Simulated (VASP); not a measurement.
# Si16O (a cell with a defect) in VASP: further runs, part 2 of 2

VASP 6.6.1. The steps go on from the part before.

## 3. Single point, PBE+D3(BJ), collinear spin, zero start

Contents of INCAR:

```
SYSTEM = Si16O
  ALGO = Normal
  EDIFF = 1E-6
  ENCUT = 520
  GGA = PE
  ISIF = 2
  ISMEAR = -1
  ISPIN = 2
  IVDW = 12
  LASPH = .TRUE.
  LCHARG = .TRUE.
  LELF = .TRUE.
  LORBIT = 11
  LREAL = Auto
  LVHAR = .TRUE.
  LWAVE = .FALSE.
  MAGMOM = 0 0 0 0 0 0 0 0 0 0 0 0 0 0 0 0 0
  NBANDS = 53
  NELM = 150
  PREC = Accurate
  SIGMA = 0.05
```

Contents of KPOINTS:

```
k-points
0
G
  2 2 2
  0 0 0
```

Contents of POSCAR:

```
Si16O
1.0
    0.0000000000      5.4300000000      5.4300000000
    5.4300000000      0.0000000000      5.4300000000
    5.4300000000      5.4300000000      0.0000000000
Si O
16 1
Direct
    0.0592357274     -0.0679281768     -0.0456998158
    0.1804604052      0.0742173112      0.1108471455
   -0.0447790055      0.1177808471      0.5509852670
    0.2030847145      0.2355156538      0.6308747698
    0.0284438306      0.4426611418     -0.0338950276
    0.2207826888      0.5152946593      0.0623296501
   -0.0010497238      0.5616390424      0.4436279926
    0.0013259669      0.7008471455      0.6462246777
    0.5358747698     -0.0913627993      0.1010865562
    0.6710128913      0.1461325967      0.0812891344
    0.5401012891     -0.0336924494      0.4763627993
    0.5905893186      0.1325966851      0.7621178637
    0.6140791897      0.4819613260     -0.1516114180
    0.6154696133      0.5064272560      0.1841804788
    0.3933241252      0.5246869245      0.5341528545
    0.6472928177      0.6474217311      0.4363167587
    0.5629742173      0.9463443831      0.7021823204
```

Potentials or basis: VASP PAW PBE potentials, release 64 (Si, O).

Launch:

```sh
cat potpaw_PBE.64/Si/POTCAR potpaw_PBE.64/O/POTCAR > POTCAR
mpirun -np 1 vasp_std > vasp.out
```

OUTCAR:

```text
SYSTEM = Si16O
   EDIFF = 1E-6
   ENCUT = 520
   GGA = PE
   ISIF = 2
   ISMEAR = -1
   ISPIN = 2
   IVDW = 12
   LASPH = .TRUE.
   LORBIT = 11
   LREAL = Auto
   NELM = 150
   PREC = Accurate
 IVDW          = 12

 ion  position               nearest neighbor table
   1  0.059  0.932  0.954-  10 2.52   4 2.62   6 2.62   2 2.64   3 3.03
   2  0.180  0.074  0.111-   5 2.34   9 2.34   1 2.64  12 3.01   3 3.04
   3  0.955  0.118  0.551-  12 2.41   8 2.77   4 2.87   1 3.03   2 3.04
   4  0.203  0.236  0.631-   7 2.35  11 2.53   1 2.62  15 2.85   3 2.87   5 3.08   8 3.14
   5  0.028  0.443  0.966-   8 2.29   6 2.32   2 2.34  14 2.66   4 3.08  15 3.10
   6  0.221  0.515  0.062-   5 2.32  13 2.56   1 2.62   7 2.66
   7  0.999  0.562  0.444-   8 2.30   4 2.35  16 2.46   6 2.66  13 3.08
   8  0.001  0.701  0.646-   5 2.29   7 2.30  15 2.48   3 2.77   4 3.14
   9  0.536  0.909  0.101-  12 2.25   2 2.34  10 2.43  16 2.59  14 2.62  11 3.14
  10  0.671  0.146  0.081-  13 2.25   9 2.43  11 2.50   1 2.52  12 2.87  14 3.02
  11  0.540  0.966  0.476-  17 1.75  16 2.29  10 2.50   4 2.53   9 3.14
  12  0.591  0.133  0.762-  17 1.83   9 2.25   3 2.41  15 2.69  10 2.87   2 3.01
[... 1046 lines left out ...]
 -----------------------------------------------------------------------------
  energy-cutoff  :      520.00
  volume of cell :      320.21
      direct lattice vectors                 reciprocal lattice vectors
     0.000000000  5.430000000  5.430000000    -0.092081031  0.092081031  0.092081031
     5.430000000  0.000000000  5.430000000     0.092081031 -0.092081031  0.092081031
     5.430000000  5.430000000  0.000000000     0.092081031  0.092081031 -0.092081031

 POSITION                                       TOTAL-FORCE (eV/Angst)
 -----------------------------------------------------------------------------------
     10.24300      5.50350      5.38280         0.408256     -0.304240      0.140386
      1.00490      1.58180      1.38290         0.395882     -0.156670     -0.949620
      3.63140      8.17870      5.82640        -0.774406      0.281032     -0.185387
      4.70450      4.52840      2.38160        -1.127357     -0.124976     -0.705847
      7.64960      5.40040      2.55810         1.064261      0.140450     -1.219227
      3.13650      1.53730      3.99690         1.083493     -0.107255      0.896363
[... 9 lines left out ...]
      5.88470      5.88400      7.03030         0.129375      1.089111      1.191691
      8.95150      6.86980      8.19560        -0.650905     -0.435229      1.379711
 -----------------------------------------------------------------------------------
    total drift:                                0.003726      0.003822      0.006290

  FREE ENERGIE OF THE ION-ELECTRON SYSTEM (eV)
  ---------------------------------------------------
  free  energy   TOTEN  =       -90.3149600145 eV

  energy  without entropy=      -90.2741149444  energy(sigma->0) =      -90.29453748

 total charge

# of ion       s       p       d       tot
------------------------------------------
    1        0.796   0.744   0.000   1.540
    2        0.814   0.767   0.000   1.580
    3        0.846   0.680   0.000   1.527
    4        0.835   0.733   0.000   1.568
    5        0.772   0.868   0.000   1.640
    6        0.801   0.782   0.000   1.583
[... 9 lines left out ...]
   16        0.794   0.868   0.000   1.662
   17        1.579   3.458   0.000   5.037
--------------------------------------------------
tot         14.376  16.193   0.000  30.568

 magnetization (x)

# of ion       s       p       d       tot
------------------------------------------
    1       -0.000  -0.000   0.000  -0.000
    2       -0.000  -0.000   0.000  -0.000
    3        0.000  -0.000   0.000  -0.000
    4       -0.000   0.000   0.000  -0.000
    5       -0.000  -0.000   0.000  -0.000
    6        0.000   0.000   0.000   0.000
[... 9 lines left out ...]
   16       -0.000  -0.000   0.000  -0.000
   17       -0.000  -0.000   0.000  -0.000
--------------------------------------------------
tot         -0.000  -0.000   0.000  -0.000
```

OSZICAR:

```text
N       E                     dE             d eps       ncg     rms          rms(c)
DAV:   1     0.182119153724E+03    0.18212E+03   -0.27030E+04  1696   0.110E+03
DAV:   2    -0.675445460971E+02   -0.24966E+03   -0.23512E+03  2031   0.172E+02
DAV:   3    -0.869677375924E+02   -0.19423E+02   -0.19020E+02  2184   0.436E+01
DAV:   4    -0.873705922630E+02   -0.40285E+00   -0.40122E+00  2096   0.738E+00
DAV:   5    -0.873788479707E+02   -0.82557E-02   -0.82489E-02  2142   0.104E+00    0.141E+01
DAV:   6    -0.847830477111E+02    0.25958E+01   -0.75163E+00  2515   0.163E+01    0.783E+00
DAV:   7    -0.848144188732E+02   -0.31371E-01   -0.32381E+00  1880   0.627E+00    0.402E+00
DAV:   8    -0.848096458195E+02    0.47731E-02   -0.10577E+00  2144   0.453E+00    0.177E+00
DAV:   9    -0.847499831872E+02    0.59663E-01   -0.22024E-01  2880   0.296E+00    0.459E-01
DAV:  10    -0.847614033869E+02   -0.11420E-01   -0.12250E-01  1851   0.129E+00    0.459E-01
DAV:  11    -0.847584631362E+02    0.29403E-02   -0.12661E-02  2544   0.663E-01    0.121E-01
DAV:  12    -0.847589637935E+02   -0.50066E-03   -0.44467E-03  1851   0.241E-01    0.758E-02
DAV:  13    -0.847589600890E+02    0.37045E-05   -0.42720E-04  2136   0.839E-02    0.299E-02
DAV:  14    -0.847589683761E+02   -0.82871E-05   -0.32862E-05  1939   0.248E-02    0.952E-03
DAV:  15    -0.847589699477E+02   -0.15716E-05   -0.60928E-06  1952   0.885E-03    0.312E-03
DAV:  16    -0.847589700844E+02   -0.13669E-06   -0.43597E-07  1088   0.319E-03
   1 F= -.90314960E+02 E0= -.90294537E+02  d E =-.408451E-01  mag=    -0.0000
```

stdout:

```text
POSCAR found type information on POSCAR SiO
 POSCAR found :  2 types and      17 ions
 scaLAPACK will be used
 LDA part: xc-table for (Slater+PW92), standard interpolation
 POSCAR, INCAR and KPOINTS ok, starting setup
 FFT: planning ... GRIDC
 FFT: planning ... GRID_SOFT
 FFT: planning ... GRID
 WAVECAR not read
 entering main loop
```

It took 5 min on 1 thread of Intel Xeon 6975P-C (Granite Rapids), shared host; peak memory 0.71 GiB.

Results:

| Property | Result |
| --- | --- |
| Free energy | -90.3150 eV |
| Pressure | -3.0 GPa |
| Largest force | 2.462 eV/Å |
| Band gap on the k mesh | 0.05 eV |
| Net moment | 0.00 μB per cell |
| Valence electrons inside the program's atomic spheres | Si 1.54, 1.58, 1.53, 1.57, 1.64, 1.60, 1.62, 1.68, 1.56, 1.59, 1.66 (each value once); O 5.04 |
| Dispersion energy per atom | -0.327 eV |

Forces in eV/Å, atoms in the order of the input:
```
Si   0.408 -0.304  0.140
Si   0.396 -0.157 -0.950
Si  -0.774  0.281 -0.185
Si  -1.127 -0.125 -0.706
Si   1.064  0.140 -1.219
Si   1.083 -0.107  0.896
Si  -1.401 -0.732 -0.744
Si   0.783  0.005  1.742
Si   0.403  0.976 -0.693
Si  -0.475  1.693 -0.733
Si   2.214 -0.292  0.865
Si  -1.452 -1.697  0.279
Si   0.945 -0.317 -0.177
Si  -0.843 -0.244  1.261
Si  -0.703  0.225 -2.349
Si   0.129  1.089  1.192
O   -0.651 -0.435  1.380
```

Stress tensor (GPa, compression positive):
```
-4.58  0.30  0.04
 0.30 -2.18  0.12
 0.04  0.12 -2.15
```

Levels at points of the mesh, in eV from the valence-band top:
Spin up:
```csv
k point,band 31,band 32,band 33,band 34,band 35,band 36,band 37,band 38,band 39,band 40
"(0.00, 0.00, 0.00)",-0.87,-0.67,-0.39,-0.24,-0.04,0.14,0.41,0.53,0.62,0.76
"(0.50, 0.00, 0.00)",-1.20,-1.16,-0.84,-0.71,-0.40,0.09,0.51,0.63,1.05,1.22
"(0.00, 0.50, 0.00)",-1.31,-1.17,-0.91,-0.41,-0.38,0.30,0.42,0.77,0.97,1.13
"(0.00, 0.00, 0.50)",-1.31,-0.96,-0.71,-0.42,-0.16,0.05,0.32,0.66,0.88,1.01
"(0.50, 0.50, 0.50)",-1.34,-1.12,-0.85,-0.39,-0.27,0.28,0.45,0.83,1.12,1.36
"(0.50, 0.50, 0.00)",-1.26,-1.03,-0.93,-0.51,0.00,0.22,0.73,0.95,1.34,1.56
"(0.00, 0.50, 0.50)",-1.44,-1.12,-1.06,-0.81,-0.33,0.28,0.49,0.82,1.33,1.51
"(0.50, 0.00, 0.50)",-1.23,-0.85,-0.78,-0.63,-0.17,0.21,0.62,0.73,1.11,1.22
```
Spin down:
```csv
k point,band 32,band 33,band 34,band 35,band 36,band 37,band 38,band 39
"(0.00, 0.00, 0.00)",-0.67,-0.39,-0.24,-0.04,0.14,0.41,0.53,0.62
"(0.50, 0.00, 0.00)",-1.16,-0.84,-0.71,-0.40,0.09,0.51,0.63,1.05
"(0.00, 0.50, 0.00)",-1.17,-0.91,-0.41,-0.38,0.30,0.42,0.77,0.97
"(0.00, 0.00, 0.50)",-0.96,-0.71,-0.42,-0.16,0.05,0.32,0.66,0.88
"(0.50, 0.50, 0.50)",-1.12,-0.85,-0.39,-0.27,0.28,0.45,0.83,1.12
"(0.50, 0.50, 0.00)",-1.03,-0.93,-0.51,0.00,0.22,0.73,0.95,1.34
"(0.00, 0.50, 0.50)",-1.12,-1.06,-0.81,-0.33,0.28,0.49,0.82,1.33
"(0.50, 0.00, 0.50)",-0.85,-0.78,-0.63,-0.17,0.21,0.62,0.73,1.11
```

Caveat: the k points lie up to 0.50 Å⁻¹ apart.

## 4. Single point, PBE+D3(BJ), collinear spin, zero start

Contents of INCAR:

```
SYSTEM = Si16O
PREC = Accurate ; ENCUT = 520
EDIFF = 1E-7 ; ISMEAR = -1
SIGMA = 0.05 ; LREAL = Auto
LASPH = .True. ; NELM = 150
ALGO = Normal ; ISIF = 2
LWAVE = .False. ; LCHARG = .True.
ISPIN = 2 ; MAGMOM = 0 0 0 0 0 0 0 0 0 0 0 0 0 0 0 0 0
LORBIT = 11 ; GGA = PE
IVDW = 12 ; LELF = .True.
LVHAR = .True. ; NBANDS = 53
```

Contents of KPOINTS:

```
regular mesh
0
Gamma
  2 2 2
  0 0 0
```

Contents of POSCAR:

```
Si16O
1.0
    0.0000000000      5.4300000000      5.4300000000
    5.4300000000      0.0000000000      5.4300000000
    5.4300000000      5.4300000000      0.0000000000
Si O
16 1
Direct
    0.1297790055     -0.0744383057     -0.1180662983
    0.1722191529      0.0383333333      0.1557550645
   -0.0419613260      0.0716298343      0.6249631676
    0.1867955801      0.2680847145      0.6420994475
   -0.0161602210      0.4401197053      0.0389410681
    0.2250828729      0.5675690608      0.0460036832
   -0.0125598527      0.5773480663      0.3586187845
    0.0256813996      0.8007274401      0.5309484346
    0.4893278085     -0.0434162063      0.1767863720
    0.7788121547      0.0785911602      0.0738397790
    0.5070165746      0.0142909761      0.4896316759
    0.5795856354      0.0884806630      0.7863996317
    0.5862338858      0.4670257827     -0.1421823204
    0.6236464088      0.5424493554      0.1292633517
    0.3501012891      0.4745580110      0.5232320442
    0.6522099448      0.6100736648      0.4706261510
    0.5971362799      0.8985359116      0.7062338858
```

Launch:

```sh
cat potpaw_PBE.64/Si/POTCAR potpaw_PBE.64/O/POTCAR > POTCAR
mpirun -np 1 vasp_std > vasp.out
```

Wall time 5.4 min (1 thread of Intel Xeon 6975P-C (Granite Rapids), shared host); peak memory 0.71 GiB.

It converged, with:

```yaml
Free_energy: -88.8338 eV
Pressure: -1.2 GPa
Largest_force: 4.809 eV/Å
Band_gap_on_the_k_mesh: zero (filled and empty bands overlap)
Net_moment: 0.00 μB per cell
Valence_electrons_inside_the_program's_atomic_spheres: Si 1.65, 1.58, 1.62, 1.67, 1.71, 1.59, 1.57, 1.53, 1.54, 1.55, 1.63, 1.60 (each value once); O 5.05
Dispersion_energy_per_atom: -0.328 eV
```

Forces in eV/Å, atoms in the order of the input:
```
Si   1.042 -0.523  0.883
Si   0.375 -0.973 -0.450
Si   0.582 -0.575  0.213
Si  -0.965 -1.028 -3.653
Si  -0.907  0.980  0.647
Si  -1.789 -0.699 -0.545
Si   1.038  1.954  0.089
Si  -1.537  0.179 -0.318
Si  -0.858  1.214  0.594
Si   1.690 -0.675 -0.912
Si  -1.211  0.654 -0.082
Si  -0.467 -0.351 -0.040
Si  -0.203  1.326  0.004
Si   0.588 -0.446 -0.439
Si   0.655  1.380  4.560
Si   1.492 -1.555 -1.555
O    0.477 -0.861  1.004
```

Stress tensor (GPa, compression positive):
```
-2.70 -0.79 -1.36
-0.79 -2.84  2.75
-1.36  2.75  1.90
```

Levels at points of the mesh, in eV from the Fermi level:
Spin up:
```
           k point  band 31  band 32  band 33  band 34  band 35  band 36  band 37  band 38  band 39  band 40
(0.00, 0.00, 0.00)    -0.82    -0.65    -0.44    -0.09    -0.01     0.18     0.19     0.56     0.59     0.67
(0.50, 0.00, 0.00)    -1.30    -0.93    -0.63    -0.36    -0.11     0.28     0.48     0.77     1.11     1.37
(0.00, 0.50, 0.00)    -1.35    -1.16    -0.78    -0.69    -0.16    -0.04     0.40     0.50     0.66     0.98
(0.00, 0.00, 0.50)    -1.32    -0.97    -0.73    -0.49    -0.09     0.08     0.62     0.77     0.90     1.02
(0.50, 0.50, 0.50)    -1.16    -1.06    -0.83    -0.49    -0.37     0.24     0.38     0.69     1.00     1.48
(0.50, 0.50, 0.00)    -1.24    -1.11    -0.67    -0.54    -0.29     0.08     0.22     0.91     1.11     1.41
(0.00, 0.50, 0.50)    -1.37    -0.90    -0.86    -0.67    -0.03     0.13     0.41     0.75     0.93     1.10
(0.50, 0.00, 0.50)    -1.02    -0.82    -0.52    -0.48    -0.35     0.17     0.50     0.79     0.91     1.19
```
Spin down:
```
           k point  band 33  band 34  band 35  band 36  band 37  band 38
(0.00, 0.00, 0.00)    -0.44    -0.09    -0.01     0.18     0.19     0.56
(0.50, 0.00, 0.00)    -0.63    -0.36    -0.11     0.28     0.48     0.77
(0.00, 0.50, 0.00)    -0.78    -0.69    -0.16    -0.04     0.40     0.50
(0.00, 0.00, 0.50)    -0.73    -0.49    -0.09     0.08     0.62     0.77
(0.50, 0.50, 0.50)    -0.83    -0.49    -0.37     0.24     0.38     0.69
(0.50, 0.50, 0.00)    -0.67    -0.54    -0.29     0.08     0.22     0.91
(0.00, 0.50, 0.50)    -0.86    -0.67    -0.03     0.13     0.41     0.75
(0.50, 0.00, 0.50)    -0.52    -0.48    -0.35     0.17     0.50     0.79
```

Caveat: the k points lie up to 0.50 Å⁻¹ apart.

## 5. Overview

| cell | gap on the mesh (eV) | pressure (GPa) | moment (μB) | largest force (eV/Å) |
| --- | --- | --- | --- | --- |
| as given, atomic positions A | 0.25 | -0.9 | 0.00 | 2.42 |
| as given, atomic positions B | 0.05 | -3.0 | 0.00 | 2.46 |
| as given, atomic positions C | none | -1.2 | 0.00 | 4.81 |

Alike in all rows: task single point; level PBE+D3(BJ); potentials or basis VASP PAW PBE potentials, release 64 (Si, O); spin collinear, zero start; k mesh 2 × 2 × 2; cutoff (eV) 520; smearing fermi-dirac 0.05 eV.

Caveats: all runs use coarse meshes.

Total energies depend on the potentials used, so only differences within one code and one set of settings carry meaning.
